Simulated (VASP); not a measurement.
# Mg in VASP: notebook

Mg is run at these levels: r2SCAN, BLYP+D3(BJ), revPBE+D3(BJ), PBE; tasks: single point.

Program: VASP 6.6.1. These are calculated values, not measurements. Logs are shortened: lines on timing, memory, paths and dates and some standing lists are left out, and cuts for length are marked.

### 1 The cell of the first run

The typed cell holds 4 atoms: a = 3.177 Å, b = 3.177 Å, c = 10.319 Å, α = 90.00°, β = 90.00°, γ = 120.00°.

### 2 Single point, r2SCAN

Input file POSCAR:

```
Mg
1.0
    3.1768261656      0.0000000000      0.0000000000
   -1.5884130828      2.7512121628      0.0000000000
    0.0000000000      0.0000000000     10.3188620100
Mg
4
Direct
    0.6626000000      0.3256080000      0.7473920000
   -0.0059090000     -0.0164410000      0.5014690000
    0.3241570000      0.6757900000      0.2561080000
   -0.0182520000     -0.0028680000      0.0003590000
```

Input file INCAR.step1:

```
  ALGO = Normal
  EDIFF = 1E-4
  ENCUT = 520
  GGA = PE
  ISMEAR = 0
  LASPH = True
  LCHARG = False
  LREAL = False
  LWAVE = True
  NBANDS = 12
  NELM = 100
  PREC = Accurate
  SIGMA = 0.1
```

Input file INCAR.step2:

```
  ALGO = Normal
  EDIFF = 1E-6
  ENCUT = 520
  ISIF = 2
  ISMEAR = 0
  ISTART = 1
  LASPH = True
  LCHARG = False
  LMIXTAU = True
  LREAL = False
  LWAVE = False
  METAGGA = R2SCAN
  NBANDS = 12
  NELM = 100
  PREC = Accurate
  SIGMA = 0.1
```

Input file KPOINTS:

```
k-points
0
Gamma
  7 7 2
```

Potentials or basis: VASP PAW PBE potentials, release 64 (Mg).

Started as:

```
cat potpaw_PBE.64/Mg/POTCAR > POTCAR
cp INCAR.step1 INCAR
mpirun -np 1 vasp_std > vasp.out
cp INCAR.step2 INCAR
mpirun -np 1 vasp_std > vasp.out
```

OUTCAR:

```text
EDIFF = 1E-6
   ENCUT = 520
   ISIF = 2
   ISMEAR = 0
   ISTART = 1
   LASPH = True
   LREAL = False
   METAGGA = R2SCAN
   NELM = 100
   PREC = Accurate

 ion  position               nearest neighbor table
   1  0.663  0.326  0.747-   2 3.12   2 3.13   2 3.14   4 3.16   4 3.20   4 3.21
   2  0.994  0.984  0.501-   3 3.08   1 3.12   3 3.13   1 3.13   1 3.14   3 3.17
   3  0.324  0.676  0.256-   2 3.08   2 3.13   2 3.17   4 3.20   4 3.21   4 3.23
   4  0.982  0.997  0.000-   1 3.16   1 3.20   3 3.20   3 3.21   1 3.21   3 3.23

  LATTYP: Found a hexagonal cell.
 ALAT       =     3.1768261656
 C/A-ratio  =     3.2481670296

  Lattice vectors:

 A1 = (   3.1768261656,   0.0000000000,   0.0000000000)
 A2 = (  -1.5884130828,   2.7512121628,   0.0000000000)
 A3 = (   0.0000000000,   0.0000000000,  10.3188620100)

Analysis of symmetry for initial positions (statically):
=====================================================================
 Subroutine PRICEL returns:
 Original cell was already a primitive cell.

 Routine SETGRP: Setting up the symmetry group for a
 hexagonal supercell.

 Subroutine GETGRP returns: Found  1 space group operations
 (whereof  1 operations were pure point group operations)
 out of a pool of 24 trial point group operations.

The static configuration has the point symmetry C_1 .

Analysis of symmetry for dynamics (positions and initial velocities):
=====================================================================
 Subroutine PRICEL returns:
 Original cell was already a primitive cell.

 Routine SETGRP: Setting up the symmetry group for a
 hexagonal supercell.

 Subroutine GETGRP returns: Found  1 space group operations
 (whereof  1 operations were pure point group operations)
 out of a pool of 24 trial point group operations.

The dynamic configuration has the point symmetry C_1 .

 Subroutine INISYM returns: Found  1 space group operations
 (whereof  1 operations are pure point group operations),
 and found     1 'primitive' translations

----------------------------------------------------------------------------------------

                                     Primitive cell

  volume of cell :      90.1881

  direct lattice vectors                    reciprocal lattice vectors
     3.176826166  0.000000000  0.000000000     0.314779578  0.181738074  0.000000000
    -1.588413083  2.751212163  0.000000000     0.000000000  0.363476148  0.000000000
     0.000000000  0.000000000 10.318862010     0.000000000  0.000000000  0.096909911

  length of vectors
     3.176826166  3.176826166 10.318862010     0.363476148  0.363476148  0.096909911

  position of ions in fractional coordinates (direct lattice)
     0.662600000  0.325608000  0.747392000
     0.994091000  0.983559000  0.501469000
     0.324157000  0.675790000  0.256108000
     0.981748000  0.997132000  0.000359000

  ion indices of the primitive-cell ions
   primitive index   ion index
                 1           1
                 2           2
                 3           3
                 4           4

----------------------------------------------------------------------------------------

 KPOINTS: k-points

Automatic generation of k-mesh.
 Grid dimensions read from file:
 generate k-points for:    7    7    2

 Generating k-lattice:

  Cartesian coordinates                     Fractional coordinates (reciprocal lattice)
     0.044968511  0.025962582  0.000000000     0.142857143  0.000000000  0.000000000
     0.000000000  0.051925164  0.000000000     0.000000000  0.142857143  0.000000000
     0.000000000  0.000000000  0.048454956     0.000000000  0.000000000  0.500000000

  Length of vectors
     0.051925164  0.051925164  0.048454956

  Shift w.r.t. Gamma in fractional coordinates (k-lattice)
     0.000000000  0.000000000  0.000000000

 Subroutine IBZKPT returns following result:
 ===========================================

 Found     50 irreducible k-points:

 Following reciprocal coordinates:
            Coordinates               Weight
  0.000000  0.000000  0.000000      1.000000
  0.142857  0.000000  0.000000      2.000000
  0.000000  0.142857  0.000000      2.000000
 -0.142857  0.142857  0.000000      2.000000
  0.285714 -0.000000  0.000000      2.000000
  0.000000  0.285714  0.000000      2.000000
[... 16 lines left out ...]
  0.285714  0.285714  0.000000      2.000000
 -0.285714 -0.428571  0.000000      2.000000
 [... further k-points ...]
   k-points           NKPTS =     50   k-points in BZ     NKDIM =     50   number of bands    NBANDS=     12
   number of dos      NEDOS =    301   number of ions     NIONS =      4
   total plane-waves  NPLWV =  46080
   dimension x,y,z NGX =    24 NGY =   24 NGZ =   80
   dimension x,y,z NGXF=    48 NGYF=   48 NGZF=  160
   ions per type =               4
   NGX,Y,Z   is equivalent  to a cutoff of  12.56, 12.56, 12.89 a.u.
   NGXF,Y,Z  is equivalent  to a cutoff of  25.12, 25.12, 25.78 a.u.
 SYSTEM =  unknown system
[... 73 lines left out ...]
      8      14.5684      0.00000
      9      14.5796      0.00000
     10      14.6786      0.00000
     11      14.6925      0.00000
     12      15.3568      0.00000

 k-point     2 :       0.1429    0.0000    0.0000
  band No.  band energies     occupation
      1      -4.3058      2.00000
      2      -2.8225      2.00000
      3      -2.7921      2.00000
      4       1.2042      2.00000
      5       1.9434      2.00000
      6       8.4285      0.00000
      7       8.4943      0.00000
      8      10.3148      0.00000
      9      11.3957      0.00000
     10      11.5112      0.00000
     11      12.4904      0.00000
     12      13.3462      0.00000

 k-point     3 :       0.0000    0.1429    0.0000
  band No.  band energies     occupation
      1      -4.3058      2.00000
      2      -2.8224      2.00000
      3      -2.7921      2.00000
      4       1.2043      2.00000
      5       1.9437      2.00000
      6       8.4264      0.00000
      7       8.4943      0.00000
      8      10.3169      0.00000
      9      11.3906      0.00000
     10      11.5100      0.00000
     11      12.4886      0.00000
     12      13.3454      0.00000

 k-point     4 :      -0.1429    0.1429    0.0000
  band No.  band energies     occupation
      1      -4.3058      2.00000
      2      -2.8225      2.00000
      3      -2.7921      2.00000
      4       1.2042      2.00000
      5       1.9429      2.00000
      6       8.4332      0.00000
      7       8.4940      0.00000
      8      10.3107      0.00000
      9      11.4098      0.00000
     10      11.5128      0.00000
     11      12.4889      0.00000
     12      13.3629      0.00000

 k-point     5 :       0.2857   -0.0000    0.0000
  band No.  band energies     occupation
      1      -3.0195      2.00000
      2      -1.5568      2.00000
      3      -1.5262      2.00000
      4       2.4037      2.00000
      5       3.0704      0.00001
      6       5.8255      0.00000
      7       7.0054      0.00000
      8       7.1409      0.00000
      9       9.7025      0.00000
     10       9.7908      0.00000
     11      10.7908      0.00000
     12      10.8598      0.00000
[... 228 lines left out ...]
      1       0.6689      2.00000
      2       0.7648      2.00000
      3       1.7936      2.00000
      4       1.8831      2.00000
      5       2.5296      1.99903
      6       2.6169      1.96109
      7       5.8583      0.00000
      8       5.9485      0.00000
      9       6.1111      0.00000
     10       6.4992      0.00000
     11       7.9862      0.00000
     12       8.2922      0.00000

 k-point    22 :       0.4286    0.4286    0.0000
  band No.  band energies     occupation
      1       0.6758      2.00000
      2       0.7557      2.00000
      3       1.7784      2.00000
      4       1.8504      2.00000
      5       2.5674      1.99430
      6       2.6377      1.92325
      7       5.8737      0.00000
      8       5.9663      0.00000
      9       6.0842      0.00000
     10       6.5207      0.00000
     11       7.9870      0.00000
     12       8.2103      0.00000

 k-point    23 :       0.2857    0.2857    0.0000
  band No.  band energies     occupation
      1       0.3207      2.00000
      2       1.6817      2.00000
      3       1.7186      2.00000
      4       3.1017      0.00000
      5       3.1460      0.00000
      6       4.1516      0.00000
      7       4.3834      0.00000
      8       4.8153      0.00000
      9       5.3782      0.00000
     10       5.6549      0.00000
     11       7.3416      0.00000
     12       8.3736      0.00000

 k-point    24 :      -0.2857   -0.4286    0.0000
  band No.  band energies     occupation
      1       0.3199      2.00000
      2       1.6804      2.00000
      3       1.7153      2.00000
      4       3.1029      0.00000
      5       3.1380      0.00000
      6       4.1639      0.00000
      7       4.4164      0.00000
      8       4.7974      0.00000
      9       5.3676      0.00000
     10       5.6536      0.00000
     11       7.3514      0.00000
     12       8.3532      0.00000

 [... further k-points ...]
[... 5 lines left out ...]
  --------------------------------------------------------------------------------------
  -------------------------------------------------------------------------------------
  Total       -0.4437032     -0.4634100      1.1485624     -0.0090534      0.0029665     -0.0124409
  in kB       -7.8823145     -8.2324040     20.4040243     -0.1608322      0.0526993     -0.2210103
  external PRESSURE =       1.4297686 kB  Pullay stress =       0.0000000 kB

 VOLUME and BASIS-vectors are now :
 -----------------------------------------------------------------------------
  energy-cutoff  :      520.00
  volume of cell :       90.19
      direct lattice vectors                 reciprocal lattice vectors
     3.176826166  0.000000000  0.000000000     0.314779578  0.181738074  0.000000000
    -1.588413083  2.751212163  0.000000000     0.000000000  0.363476148  0.000000000
     0.000000000  0.000000000 10.318862010     0.000000000  0.000000000  0.096909911

 POSITION                                       TOTAL-FORCE (eV/Angst)
 -----------------------------------------------------------------------------------
      1.58777      0.89582      7.71223        -0.014290     -0.006286      0.140626
      1.59576      2.70598      5.17459        -0.028981      0.039317      0.014926
     -0.04364      1.85924      2.64274         0.019690     -0.037100     -0.205895
      1.53499      2.74332      0.00370         0.023581      0.004069      0.050344
 -----------------------------------------------------------------------------------
    total drift:                                0.000014     -0.000175     -0.000057

  FREE ENERGIE OF THE ION-ELECTRON SYSTEM (eV)
  ---------------------------------------------------
  free  energy   TOTEN  =       -16.5947939492 eV

  energy  without entropy=      -16.5848201930  energy(sigma->0) =      -16.58980707
```

It took 1.9 min on 1 thread of AMD EPYC 7R13 (Zen 3), shared host; peak memory 0.2 GiB.

What came out:

```
Free energy            : -16.5948 eV
Pressure               : 0.1 GPa
Largest force          : 0.210 eV/Å
Band gap on the k mesh : zero (bands 4 and 5 overlap by 2.06 eV)
```

Forces on the atoms (eV/Å):
```
Mg  -0.014 -0.006  0.141
Mg  -0.029  0.039  0.015
Mg   0.020 -0.037 -0.206
Mg   0.024  0.004  0.050
```

Stress tensor (GPa, compression positive):
```
-0.79 -0.02 -0.02
-0.02 -0.82  0.01
-0.02  0.01  2.04
```

Levels at points of the mesh, in eV from the Fermi level:
| k point | band 1 | band 2 | band 3 | band 4 | band 5 | band 6 | band 7 | band 8 |
| --- | --- | --- | --- | --- | --- | --- | --- | --- |
| (0.00, 0.00, 0.00) | -7.50 | -6.01 | -5.98 | -1.96 | -1.23 | 5.41 | 5.42 | 11.81 |
| (0.00, 0.00, 0.50) | -7.18 | -7.06 | -4.20 | -4.12 | 1.59 | 1.66 | 9.67 | 9.72 |

Caveat: the PAW data sets were made with another functional, which shifts forces and pressure a little.

### 3 Single point, r2SCAN

POSCAR is that of step 2.

Input file INCAR.step1:

```
SYSTEM = Mg
  ALGO = Normal
  EDIFF = 1E-4
  ENCUT = 520
  GGA = PE
  ISMEAR = 0
  LASPH = .TRUE.
  LCHARG = .FALSE.
  LREAL = .FALSE.
  LWAVE = .TRUE.
  NBANDS = 12
  NELM = 80
  PREC = Accurate
  SIGMA = 0.1
```

Input file INCAR.step2:

```
SYSTEM = Mg
  ALGO = Normal
  EDIFF = 1E-6
  ENCUT = 520
  ISIF = 2
  ISMEAR = 0
  ISTART = 1
  LASPH = .TRUE.
  LCHARG = .TRUE.
  LELF = .TRUE.
  LMIXTAU = .TRUE.
  LREAL = .FALSE.
  LVHAR = .TRUE.
  LWAVE = .FALSE.
  METAGGA = R2SCAN
  NBANDS = 12
  NELM = 80
  PREC = Accurate
  SIGMA = 0.1
```

Input file KPOINTS:

```
k-points
0
G
  7 7 2
  0 0 0
```

Potentials or basis: VASP PAW PBE potentials, release 64 (Mg).

Started as:

```
cat potpaw_PBE.64/Mg/POTCAR > POTCAR
cp INCAR.step1 INCAR
mpirun -np 1 vasp_std > vasp.out
cp INCAR.step2 INCAR
mpirun -np 1 vasp_std > vasp.out
```

It took 1.9 min on 1 thread of AMD EPYC 7R13 (Zen 3), shared host; peak memory 0.2 GiB.

Results (log left out):

| Quantity | Value |
| --- | --- |
| Free energy | -16.5948 eV |
| Pressure | 0.1 GPa |
| Largest force | 0.210 eV/Å |
| Band gap on the k mesh | zero (bands 4 and 5 overlap by 2.06 eV) |

Forces on the atoms (eV/Å):
```
Mg  -0.014 -0.006  0.141
Mg  -0.029  0.039  0.015
Mg   0.020 -0.037 -0.206
Mg   0.024  0.004  0.050
```

Stress tensor (GPa, compression positive):
```
-0.79 -0.02 -0.02
-0.02 -0.82  0.01
-0.02  0.01  2.04
```

Levels at points of the mesh, in eV from the Fermi level:
```
           k point  band 2  band 3  band 4  band 5  band 6  band 7
(0.00, 0.00, 0.00)   -6.01   -5.98   -1.96   -1.23    5.41    5.42
(0.00, 0.00, 0.50)   -7.06   -4.20   -4.12    1.59    1.66    9.67
```

Caveat: the PAW data sets were made with another functional, which shifts forces and pressure a little.

### 4 Single point, BLYP+D3(BJ)

This run uses another cell than the first one, of 20.65 Å³/atom.

Input file INCAR:

```
SYSTEM = Mg
AGGAC = 1.0 ; AGGAX = 1.0
ALDAC = 0.0 ; ALDAX = 1.0
ALGO = Normal ; EDIFF = 1E-7
ENCUT = 520 ; GGA = B5
ISIF = 2 ; ISMEAR = -1
IVDW = 12 ; LASPH = .True.
LCHARG = .True. ; LELF = .True.
LREAL = .False. ; LVHAR = .True.
LWAVE = .False. ; NBANDS = 12
NELM = 80 ; PREC = Accurate
SIGMA = 0.05 ; VDW_A1 = 0.4298
VDW_A2 = 4.2359 ; VDW_S6 = 1.0
VDW_S8 = 2.6996
```

Input file KPOINTS:

```
k-points
0
Gamma
  10 10 3
  0 0 0
```

Input file POSCAR:

```
Mg
1.0
    3.0688621360      0.0000000000      0.0000000000
   -1.5344310680      2.6577125705      0.0000000000
    0.0000000000      0.0000000000     10.1270302070
Mg
4
Direct
    0.6666666667      0.3333333333      0.7500000000
    0.0000000000      0.0000000000      0.5000000000
    0.3333333333      0.6666666667      0.2500000000
    0.0000000000      0.0000000000      0.0000000000
```

Started as:

```
cat potpaw_PBE.64/Mg/POTCAR > POTCAR
mpirun -np 1 vasp_std > vasp.out
```

It took 58 s on 1 thread of Intel Xeon 8259CL, shared host; peak memory 0.21 GiB.

Results (log left out):

* Free energy: -5.6829 eV
* Pressure: 0.0 GPa
* Band gap on the k mesh: zero (bands 4 and 5 overlap by 2.08 eV)
* Dispersion energy per atom: -0.722 eV

Levels at points of the mesh, in eV from the Fermi level:
| k point | band 1 | band 2 | band 3 | band 4 | band 5 | band 6 | band 7 | band 8 | band 9 |
| --- | --- | --- | --- | --- | --- | --- | --- | --- | --- |
| (0.00, 0.00, 0.00) | -7.52 | -6.06 | -6.06 | -2.01 | -1.58 | 4.95 | 4.96 | 11.65 | 11.65 |
| (0.50, 0.00, 0.00) | -2.35 | -2.34 | -1.27 | -1.24 | -0.61 | -0.57 | 2.76 | 2.93 | 3.44 |

Caveat: the PAW data sets were made with another functional, which shifts forces and pressure a little.

### 5 Single point, revPBE+D3(BJ)

This run uses another cell than the first one, of 21.34 Å³/atom.

Input file INCAR:

```
SYSTEM = Mg
PREC = Accurate
ENCUT = 520
EDIFF = 1E-6
ISMEAR = -1
SIGMA = 0.05
LREAL = .FALSE.
LASPH = .TRUE.
NELM = 80
ALGO = Normal
ISIF = 2
LWAVE = .FALSE.
LCHARG = .FALSE.
GGA = RE
IVDW = 12
NBANDS = 12
```

Input file KPOINTS:

```
Automatic mesh
0
G
  10 10 3
  0 0 0
```

Input file POSCAR:

```
Mg
1.0
    3.1049587818      0.0000000000      0.0000000000
   -1.5524793909      2.6889731827      0.0000000000
    0.0000000000      0.0000000000     10.2260246441
Mg
4
Direct
    0.6666666667      0.3333333333      0.7500000000
    0.0000000000      0.0000000000      0.5000000000
    0.3333333333      0.6666666667      0.2500000000
    0.0000000000      0.0000000000      0.0000000000
```

Started as:

```
cat potpaw_PBE.64/Mg/POTCAR > POTCAR
mpirun -np 1 vasp_std > vasp.out
```

It took 26 s on 1 thread of Intel Xeon 8259CL, shared host; peak memory 0.21 GiB.

Results (log left out):

```yaml
Free_energy: -7.6505 eV
Pressure: -0.2 GPa
Band_gap_on_the_k_mesh: zero (bands 4 and 5 overlap by 1.91 eV)
Dispersion_energy_per_atom: -0.583 eV
```

Levels at points of the mesh, in eV from the Fermi level:
| k point | band 1 | band 2 | band 3 | band 4 | band 5 | band 6 | band 7 | band 8 | band 9 |
| --- | --- | --- | --- | --- | --- | --- | --- | --- | --- |
| (0.00, 0.00, 0.00) | -7.37 | -5.93 | -5.93 | -2.02 | -1.46 | 4.92 | 4.92 | 11.46 | 11.46 |
| (0.50, 0.00, 0.00) | -2.34 | -2.28 | -1.28 | -1.20 | -0.60 | -0.52 | 2.70 | 2.82 | 3.44 |

Caveat: the PAW data sets were made with another functional, which shifts forces and pressure a little.

### 6 Single point, PBE

Input file INCAR:

```
PREC     = Accurate       # precision mode
ENCUT    = 520            # plane-wave cutoff, eV
EDIFF    = 1E-7           # SCF threshold, eV
ISMEAR   = 0              # smearing method
SIGMA    = 0.027000000000000003 # smearing width, eV
LREAL    = F              # projectors in reciprocal space
LASPH    = T              # aspherical terms in the spheres
NELM     = 80             # most SCF steps
ALGO     = Fast           # electronic algorithm
ISIF     = 2              # what is computed and relaxed
LWAVE    = F              # write WAVECAR
LCHARG   = F              # write CHGCAR
GGA      = PE             # functional
NBANDS   = 12             # bands
```

Input file KPOINTS:

```
regular mesh
0
Gamma
  10 10 3
```

Input file POSCAR:

```
Mg
1.0
    3.1768261656      0.0000000000      0.0000000000
   -1.5884130828      2.7512121628      0.0000000000
    0.0000000000      0.0000000000     10.3188620100
Mg
4
Direct
    0.6666666667      0.3333333333      0.7500000000
    0.0000000000      0.0000000000      0.5000000000
    0.3333333333      0.6666666667      0.2500000000
    0.0000000000      0.0000000000      0.0000000000
```

Potentials or basis: VASP PAW PBE potentials, release 64 (Mg).

Started as:

```
cat potpaw_PBE.64/Mg/POTCAR > POTCAR
mpirun -np 1 vasp_std > vasp.out
```

It took 30 s on 1 thread of Intel Xeon 8259CL, shared host; peak memory 0.2 GiB.

Results (log left out):

```yaml
Free_energy: -5.9950 eV
Pressure: 0.8 GPa
Band_gap_on_the_k_mesh: zero (bands 4 and 5 overlap by 1.89 eV)
```

Stress tensor (GPa, compression positive):
```
0.38 0.00 0.00
0.00 0.38 0.00
0.00 0.00 1.74
```

Levels at points of the mesh, in eV from the Fermi level:
```
           k point  band 1  band 2  band 3  band 4  band 5  band 6  band 7  band 8
(0.00, 0.00, 0.00)   -7.12   -5.71   -5.71   -1.83   -1.35    4.96    4.97   10.96
(0.50, 0.00, 0.00)   -2.28   -2.26   -1.20   -1.18   -0.62   -0.59    2.67    2.84
```

### 7 Summary

```csv
level,cell,k mesh,smearing,gap on the mesh (eV),pressure (GPa)
r2SCAN,"a = 3.177, b = 3.177, c = 10.319 Å, angles 90.0, 90.0, 120.0°, 4 atoms, atomic positions A",7 × 7 × 2,gaussian 0.1 eV,none,0.1
BLYP+D3(BJ),"a = 3.069, b = 3.069, c = 10.127 Å, angles 90.0, 90.0, 120.0°, 4 atoms, atomic positions B",10 × 10 × 3,fermi-dirac 0.05 eV,none,0.0
revPBE+D3(BJ),"a = 3.105, b = 3.105, c = 10.226 Å, angles 90.0, 90.0, 120.0°, 4 atoms, atomic positions B",10 × 10 × 3,fermi-dirac 0.05 eV,none,-0.2
PBE,"a = 3.177, b = 3.177, c = 10.319 Å, angles 90.0, 90.0, 120.0°, 4 atoms, atomic positions B",10 × 10 × 3,gaussian 0.027 eV,none,0.8
```

Alike in all rows: task single point; potentials or basis VASP PAW PBE potentials, release 64 (Mg); no spin polarisation; cutoff (eV) 520.

Caveats: the PAW data sets were made with another functional, which shifts forces and pressure a little (at least some runs).

Absolute energies hang on the potentials; compare differences alone.
